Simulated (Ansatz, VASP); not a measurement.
# IrS: VASP beside Ansatz

The input POSCAR:

```
IrS
1.0
    0.0000000000      2.4572839564      2.4572839564
    2.4572839564      0.0000000000      2.4572839564
    2.4572839564      2.4572839564      0.0000000000
Ir S
1 1
Direct
    0.5000000000      0.5000000000      0.5000000000
    0.0000000000      0.0000000000      0.0000000000
```

The input INCAR.step1:

```
PREC = Accurate
ENCUT = 520
ISMEAR = 0
SIGMA = 0.05
LREAL = F
LASPH = T
NELM = 60
NBANDS = 14
GGA = PE
ALGO = Normal
EDIFF = 1E-4
LWAVE = T
LCHARG = F
```

File INCAR.step2:

```
PREC = Accurate
ENCUT = 520
EDIFF = 1E-7
ISMEAR = 0
SIGMA = 0.05
LREAL = F
LASPH = T
NELM = 60
ALGO = Normal
ISIF = 2
LWAVE = F
LCHARG = F
METAGGA = R2SCAN
LMIXTAU = T
NBANDS = 14
ISTART = 1
```

The input KPOINTS:

```
regular mesh
0
Gamma
  12 12 12
```

Input for Ansatz:

```yaml
crystal:
  lattice:
    - [0.0, 2.4572839564, 2.4572839564]
    - [2.4572839564, 0.0, 2.4572839564]
    - [2.4572839564, 2.4572839564, 0.0]
  atoms:
    - { symbol: Ir, position: [0.5, 0.5, 0.5] }
    - { symbol: S, position: [0.0, 0.0, 0.0] }
basis:
  ecutwfc: 500
  ecutrho_ratio: 4
kpoints:
  mp_grid: { grid: [12, 12, 12] }
hamiltonian:
  xc: r2scan
scf:
  occupations: { method: gaussian, width: 0.05 }
output:
  forces: true
  stress: true
  eigenvalues: true
```

Alike in both runs: task single point; functional r2SCAN; k mesh 12 × 12 × 12; occupations gaussian, width 0.05 eV; no spin polarisation.

|  | VASP | Ansatz |
| --- | --- | --- |
| version | VASP 6.6.1 | Ansatz 0.2.0 |
| potentials or method | VASP PAW PBE potentials, release 64 (Ir, S), cutoff 520 eV | scalar-relativistic, plane waves, PAW |
| valence electrons in the cell | 15 | 23 |

|  | VASP | Ansatz | Ansatz less VASP |
| --- | --- | --- | --- |
| gap on the k mesh at the Fermi level (eV) | none | none | - |
| pressure (GPa) | 2.0 | 0.8 | -1.20 |

VASP's potentials were made for PBE, not for r2SCAN. A gap of «none» marks a metal or a gap that the smearing closes. VASP's potentials hold 15 valence electrons a cell and Ansatz's 23, so a difference there can come from the potentials and not from the codes.

Neither program's run includes spin-orbit coupling.
